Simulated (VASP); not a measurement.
# TiTe2 (R3m) in VASP: notebook, part 2 of 2

VASP 6.6.1. Earlier steps stand in the parts before.

## (3) Single point, PBE, collinear spin

File INCAR:

```
  ALGO = Normal
  EDIFF = 1E-6
  ENCUT = 500
  GGA = PE
  GGA_COMPAT = F
  ISIF = 2
  ISMEAR = -1
  ISPIN = 2
  LASPH = T
  LCHARG = F
  LMAXMIX = 4
  LORBIT = 11
  LREAL = F
  LWAVE = F
  MAGMOM = 0.05 0 0
  NBANDS = 23
  NELM = 200
  PREC = Accurate
  SIGMA = 0.02
```

File KPOINTS:

```
k-points
0
Gamma
  6 6 6
```

File POSCAR:

```
TiTe2
1.0
    1.8800618742      1.0854542292      6.8151508202
   -1.8800618742      1.0854542292      6.8151508202
    0.0000000000     -2.1709084583      6.8151508202
Ti Te
1 2
Direct
   -0.0003050365     -0.0003050365     -0.0003050365
    0.4191340035      0.4191340035      0.4191340035
    0.2478376996      0.2478376996      0.2478376996
```

Potentials or basis: VASP PAW PBE potentials, release 64 (Ti_sv, Te).

Launch:

```sh
> cat potpaw_PBE.64/Ti_sv/POTCAR potpaw_PBE.64/Te/POTCAR > POTCAR
> mpirun -np 1 vasp_std > vasp.out
```

OUTCAR:

```text
EDIFF = 1E-6
   ENCUT = 500
   GGA = PE
   ISIF = 2
   ISMEAR = -1
   ISPIN = 2
   LASPH = T
   LORBIT = 11
   LREAL = F
   NELM = 200
   PREC = Accurate

 ion  position               nearest neighbor table
   1  1.000  1.000  1.000-   3 2.78   3 2.78   3 2.78   2 2.80   2 2.80   2 2.80
   2  0.419  0.419  0.419-   1 2.80   1 2.80   1 2.80   3 3.50
   3  0.248  0.248  0.248-   1 2.78   1 2.78   1 2.78   2 3.50

  LATTYP: Found a trigonal (rhomboedric) cell.
 ALAT       =     7.1525606769
 COS(alpha) =     0.8618180939

  Lattice vectors:

 A1 = (   1.8800618742,   1.0854542292,   6.8151508202)
 A2 = (  -1.8800618742,   1.0854542292,   6.8151508202)
 A3 = (   0.0000000000,  -2.1709084583,   6.8151508202)

Analysis of symmetry for initial positions (statically):
=====================================================================
 Subroutine PRICEL returns:
 Original cell was already a primitive cell.

 Routine SETGRP: Setting up the symmetry group for a
 trigonal (rhombohedral) supercell.

 Subroutine GETGRP returns: Found  6 space group operations
 (whereof  6 operations were pure point group operations)
 out of a pool of 12 trial point group operations.

The static configuration has the point symmetry C_3v.

Analysis of symmetry for dynamics (positions and initial velocities):
=====================================================================
 Subroutine PRICEL returns:
 Original cell was already a primitive cell.

 Routine SETGRP: Setting up the symmetry group for a
 trigonal (rhombohedral) supercell.

 Subroutine GETGRP returns: Found  6 space group operations
 (whereof  6 operations were pure point group operations)
 out of a pool of 12 trial point group operations.

The dynamic configuration has the point symmetry C_3v.

Analysis of structural, dynamic, and magnetic symmetry:
=====================================================================
 Subroutine PRICEL returns:
 Original cell was already a primitive cell.

 Routine SETGRP: Setting up the symmetry group for a
 trigonal (rhombohedral) supercell.

 Subroutine GETGRP returns: Found  6 space group operations
 (whereof  6 operations were pure point group operations)
 out of a pool of 12 trial point group operations.

The overall configuration has the point symmetry C_3v.

 Subroutine INISYM returns: Found  6 space group operations
 (whereof  6 operations are pure point group operations),
 and found     1 'primitive' translations

----------------------------------------------------------------------------------------

                                     Primitive cell

  volume of cell :      83.4469

  direct lattice vectors                    reciprocal lattice vectors
     1.880061874  1.085454229  6.815150820     0.265948694  0.153545550  0.048910632
    -1.880061874  1.085454229  6.815150820    -0.265948694  0.153545550  0.048910632
     0.000000000 -2.170908458  6.815150820     0.000000000 -0.307091100  0.048910632

  length of vectors
     7.152560677  7.152560677  7.152560677     0.310961724  0.310961724  0.310961724

  position of ions in fractional coordinates (direct lattice)
     0.999694963  0.999694963  0.999694963
[... 67 lines left out ...]
   ions per type =               1   2
   NGX,Y,Z   is equivalent  to a cutoff of  12.55, 12.55, 12.55 a.u.
   NGXF,Y,Z  is equivalent  to a cutoff of  25.10, 25.10, 25.10 a.u.
 SYSTEM =  unknown system
   PREC   = accura    normal or accurate (medium, high low for compatibility)
   ISTART =      0    job   : 0-new  1-cont  2-samecut
   ICHARG =      2    charge: 1-file 2-atom 10-const
   ISPIN  =      2    spin polarized calculation?
   LNONCOLLINEAR =      F non collinear calculations
   LSORBIT =      F    spin-orbit coupling
   LASPH  =      T    aspherical Exc in radial PAW
   ENCUT  =  500.0 eV  36.75 Ry    6.06 a.u.  13.04 13.04 13.04*2*pi/ulx,y,z
   NELM   =    200;   NELMIN=  2; NELMDL= -5     # of ELM steps
   EDIFF  = 0.1E-05   stopping-criterion for ELM
   LREAL  =      F    real-space projection
[... 7 lines left out ...]
   TEBEG  =    0.0;   TEEND  =   0.0 temperature during run
   PSTRESS=    0.0 pullay stress
   NELECT =      24.0000    total number of electrons
   NUPDOWN=      -1.0000    fix difference up-down
   EMIN   =  10.00;   EMAX   =-10.00  energy-range for DOS
   EFERMI =   0.00;   METHOD = LEGACY
   ISMEAR =    -1;   SIGMA  =   0.02  broadening in eV -4-tet -1-fermi 0-gaus
   EFERMI_NEDOS =   21; number of points for ismear=-14 and -15
   IALGO  =     38    algorithm
   IMIX   =      4    mixing-type and parameters
     AMIX     =   0.40;   BMIX     =  1.00
     AMIX_MAG =   1.60;   BMIX_MAG =  1.00
  volume/ion in A,a.u.               =      27.82       187.71
  Fermi-wavevector in a.u.,A,eV,Ry     =   1.080625  2.042086 15.888217  1.167751
  Thomas-Fermi vector in A             =   2.216621
   LORBIT       =     11    0 simple, 1 ext, 2 COOP (PROOUT), +10 PAW based schemes
   GGA     = PE    functional components
   LHFCALC =     F    Hartree Fock is set to
   AEXX    =    0.0000 exact exchange contribution
   IVDW    =     0    specifies the selected vdW correction
   LEPSILON=     F    determine dielectric tensor
   LRPA    =     F    only Hartree local field effects (RPA)
 spin polarized calculation
  energy-cutoff  :      500.00
  volume of cell :       83.45
 maximum number of plane-waves:      2144
 NGX is ok and might be reduce to    54
   NGX = 27   NGY = 27   NGZ = 27

 number of electron      24.0000000 magnetization       0.0164929

 Free energy of the ion-electron system (eV)
  ---------------------------------------------------
  ext. energy  EPLUGINS =         0.00000000
  ---------------------------------------------------
  free energy    TOTEN  =       -15.89529079 eV

  energy without entropy =      -15.89183937  energy(sigma->0) =      -15.89356508

 E-fermi :   6.2203     XC(G=0):  -9.6312

 val. band max:        6.2119525891   @ k =   0.5000  -0.0000  -0.0000
 cond. band min:       6.2251775679   @ k =  -0.3333  -0.3333   0.1667
 fundamental gap:      0.0132249788
 Fermi energy:         6.2203155094

 spin component 1

 k-point     1 :       0.0000    0.0000    0.0000
  band No.  band energies     occupation
      1     -51.0132      1.00000
      2     -27.3108      1.00000
      3     -27.3108      1.00000
      4     -27.1642      1.00000
      5      -5.9167      1.00000
      6      -4.5412      1.00000
[... 613 lines left out ...]
     22      14.4622      0.00000
     23      16.3975      0.00000

 [... further k-points ...]

 spin component 2

 k-point     1 :       0.0000    0.0000    0.0000
  band No.  band energies     occupation
      1     -51.0015      1.00000
      2     -27.2990      1.00000
      3     -27.2990      1.00000
      4     -27.1525      1.00000
      5      -5.9161      1.00000
      6      -4.5415      1.00000
[... 613 lines left out ...]
     22      14.4655      0.00000
     23      16.4012      0.00000

 [... further k-points ...]

------------------------ aborting loop because EDIFF is reached ----------------------------------------

  FORCE on cell =-STRESS in cart. coord.  units (eV):
  Direction    XX          YY          ZZ          XY          YZ          ZX
  --------------------------------------------------------------------------------------
  -------------------------------------------------------------------------------------
  Total        0.4520601      0.4520601      0.6888748      0.0000000      0.0000000     -0.0000000
  in kB        8.6795333      8.6795333     13.2263649      0.0000000      0.0000000     -0.0000000
  external PRESSURE =      10.1951438 kB  Pullay stress =       0.0000000 kB

 VOLUME and BASIS-vectors are now :
 -----------------------------------------------------------------------------
  energy-cutoff  :      500.00
  volume of cell :       83.45
      direct lattice vectors                 reciprocal lattice vectors
     1.880061874  1.085454229  6.815150820     0.265948694  0.153545550  0.048910632
    -1.880061874  1.085454229  6.815150820    -0.265948694  0.153545550  0.048910632
     0.000000000 -2.170908458  6.815150820     0.000000000 -0.307091100  0.048910632

 POSITION                                       TOTAL-FORCE (eV/Angst)
 -----------------------------------------------------------------------------------
      0.00000      0.00000     20.43922         0.000000     -0.000000     -0.011373
      0.00000      0.00000      8.56938         0.000000      0.000000      0.149376
      0.00000      0.00000      5.06715         0.000000     -0.000000     -0.138003
 -----------------------------------------------------------------------------------
    total drift:                               -0.000000      0.000000      0.000490

  FREE ENERGIE OF THE ION-ELECTRON SYSTEM (eV)
  ---------------------------------------------------
  free  energy   TOTEN  =       -15.8952907921 eV

  energy  without entropy=      -15.8918393697  energy(sigma->0) =      -15.89356508

 total charge

# of ion       s       p       d       tot
------------------------------------------
    1        2.162   6.111   1.887  10.161
    2        1.383   1.995   0.036   3.415
    3        1.383   2.000   0.037   3.420
--------------------------------------------------
tot          4.928  10.106   1.961  16.995

 magnetization (x)

# of ion       s       p       d       tot
------------------------------------------
    1        0.000   0.000   0.013   0.013
    2       -0.000  -0.001   0.000  -0.001
    3       -0.000  -0.001   0.000  -0.001
--------------------------------------------------
tot          0.000  -0.001   0.013   0.012
```

Run time: 5.5 min. Hardware: 1 thread of AMD EPYC 9R45 (Zen 5), shared host; peak memory 0.5 GiB.

What came out:

- Free energy: -15.8953 eV
- Pressure: 1.0 GPa
- Largest force: 0.149 eV/Å
- Band gap on the k mesh: zero (filled and empty bands overlap)
- Net moment: 0.02 μB per cell
- Valence electrons inside the program's atomic spheres: Ti 10.16; Te 3.42

Forces in eV/Å, atoms in the order of the input:
```
Ti   0.000  0.000 -0.011
Te   0.000  0.000  0.149
Te   0.000  0.000 -0.138
```

Levels at points of the mesh, in eV from the Fermi level:
Spin up:
```csv
k point,band 9,band 10,band 11,band 12,band 13,band 14,band 15,band 16
"(0.00, 0.00, 0.00)",-1.04,-0.30,-0.30,0.53,0.62,2.46,2.46,2.83
"(0.50, 0.00, 0.00)",-2.96,-1.61,-0.60,-0.54,-0.01,1.47,1.71,2.88
"(0.50, 0.50, 0.00)",-2.50,-1.43,-1.22,-0.86,0.01,1.43,1.74,2.65
"(0.50, 0.50, 0.50)",-1.08,-1.08,-0.24,-0.24,1.13,2.62,2.62,2.67
```
Spin down:
```
           k point  band 10  band 11  band 12  band 13  band 14  band 15
(0.00, 0.00, 0.00)    -0.30    -0.30     0.54     0.63     2.46     2.46
(0.50, 0.00, 0.00)    -1.61    -0.59    -0.54     0.01     1.49     1.73
(0.50, 0.50, 0.00)    -1.42    -1.21    -0.86     0.03     1.44     1.76
(0.50, 0.50, 0.50)    -1.08    -0.24    -0.24     1.15     2.62     2.62
```

Caveat: spin-orbit coupling is left out, which moves the levels of the heavy elements.

## (4) Single point, PBE, collinear spin

File INCAR:

```
SYSTEM = TiTe2
PREC = Accurate ; ENCUT = 500
EDIFF = 1E-6 ; ISMEAR = -1
SIGMA = 0.02 ; LREAL = .False.
LASPH = .True. ; NELM = 200
ALGO = Normal ; ISIF = 2
LWAVE = .False. ; LCHARG = .False.
ISPIN = 2 ; MAGMOM = 0.05 0 0
LORBIT = 11 ; LMAXMIX = 4
GGA = PE ; NBANDS = 23
GGA_COMPAT = .False.
```

File KPOINTS:

```
regular mesh
0
Gamma
  6 6 6
  0 0 0
```

POSCAR is that of step 3.

Launch:

```sh
> cat potpaw_PBE.64/Ti_sv/POTCAR potpaw_PBE.64/Te/POTCAR > POTCAR
> mpirun -np 1 vasp_std > vasp.out
```

Run time: 5.1 min. Hardware: 1 thread of AMD EPYC 9R45 (Zen 5), shared host; peak memory 0.5 GiB.

Results (log left out):

| Property | Result |
| --- | --- |
| Free energy | -15.8953 eV |
| Pressure | 1.0 GPa |
| Largest force | 0.149 eV/Å |
| Band gap on the k mesh | zero (filled and empty bands overlap) |
| Net moment | 0.02 μB per cell |
| Valence electrons inside the program's atomic spheres | Ti 10.16; Te 3.42 |

Forces in eV/Å, atoms in the order of the input:
```
Ti   0.000  0.000 -0.011
Te   0.000  0.000  0.149
Te   0.000  0.000 -0.138
```

Stress tensor (GPa, compression positive):
```
0.87 0.00 0.00
0.00 0.87 0.00
0.00 0.00 1.32
```

Levels at points of the mesh, in eV from the Fermi level:
Spin up:
```
           k point  band 10  band 11  band 12  band 13  band 14  band 15
(0.00, 0.00, 0.00)    -0.30    -0.30     0.53     0.62     2.46     2.46
(0.50, 0.00, 0.00)    -1.61    -0.60    -0.54    -0.01     1.47     1.71
(0.50, 0.50, 0.00)    -1.43    -1.22    -0.86     0.01     1.43     1.74
(0.50, 0.50, 0.50)    -1.08    -0.24    -0.24     1.13     2.62     2.62
```
Spin down:
```
           k point  band 10  band 11  band 12  band 13  band 14  band 15
(0.00, 0.00, 0.00)    -0.30    -0.30     0.54     0.63     2.46     2.46
(0.50, 0.00, 0.00)    -1.61    -0.59    -0.54     0.01     1.49     1.73
(0.50, 0.50, 0.00)    -1.42    -1.21    -0.86     0.03     1.44     1.76
(0.50, 0.50, 0.50)    -1.08    -0.24    -0.24     1.15     2.62     2.62
```

Caveat: spin-orbit coupling is left out, which moves the levels of the heavy elements.
